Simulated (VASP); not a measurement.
Input of a VASP 6.6.1 run:

File INCAR:

```
SYSTEM = Mg
PREC = Accurate
ENCUT = 600
EDIFF = 1E-6
ISMEAR = -1
SIGMA = 0.1
LREAL = .False.
LASPH = .True.
NELM = 120
ALGO = Normal
ISIF = 2
LWAVE = .False.
LCHARG = .True.
GGA = RE
LELF = .True.
LVHAR = .True.
NBANDS = 9
GGA_COMPAT = .False.
```

Contents of KPOINTS:

```
regular mesh
0
Gamma
  6 6 3
  0 0 0
```

POSCAR

```
Mg
1.0
    3.2237886998      0.0000000000      0.0000000000
   -1.6118943499      2.7918829105      0.0000000000
    0.0000000000      0.0000000000      5.2342154175
Mg
2
Direct
    0.3333333333      0.6666666667      0.2500000000
    0.6666666667      0.3333333333      0.7500000000
```

Potentials or basis: VASP PAW PBE potentials, release 64 (Mg).

The run is started by

```bash
$ cat potpaw_PBE.64/Mg/POTCAR > POTCAR
$ mpirun -np 1 vasp_std > vasp.out
```

Question: Predict the band gap on the k mesh.

Answer: Zero (band 2 reaches 2.90 eV, above the bottom of band 3 at 1.37 eV).

Question: Estimate the pressure.

Answer: -0.1 GPa.

Stress tensor (GPa, compression positive):
```
-0.19  0.00  0.00
 0.00 -0.19  0.00
 0.00  0.00  0.21
```

Caveat: the k points lie up to 0.40 Å⁻¹ apart; the PAW data sets were made with another functional, which shifts forces and pressure a little.
